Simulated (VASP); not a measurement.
Crystal: Rh.

```
CELL_PARAMETERS angstrom
2.68397 0.00000 0.00000
1.34198 2.32438 0.00000
1.34198 0.77479 2.19145
ATOMIC_POSITIONS crystal
Rh 0.00000 0.00000 0.00000
```

```yaml
Program: VASP 6.6.1
Task: relaxation of cell and atoms
Functional: PBE
Potentials_or_basis: VASP PAW PBE potentials, release 64 (Rh_pv)
Cutoff: 500 eV
k_mesh: 9 × 9 × 9
Occupations: fermi-dirac, width 0.05 eV
Spin: no spin polarisation
```

At the start: pressure 7.6 GPa; volume 13.67 Å³/atom.

Task: How do energy, volume and symmetry change on relaxing?

Result: Over 3 steps the energy falls by 8.9 meV/atom and the volume is 14.06 Å³/atom (+2.9 %); space group Fm-3m (No. 225, to 0.05 Å).

Step by step:
```csv
step,energy change (eV),largest force (eV/Å),pressure (GPa),volume (Å³)
1,0.0000,0.0000,7.65,13.67
2,0.0359,0.0000,-14.14,15.00
3,-0.0089,0.0000,-0.16,14.06
```

Final structure:
```xyz
1
Lattice="2.7095 0.0000 0.0000 1.3547 2.3465 0.0000 1.3547 0.7822 2.2123" Properties=species:S:1:pos:R:3 pbc="T T T"
Rh    1.3547    0.7822    2.2123
```
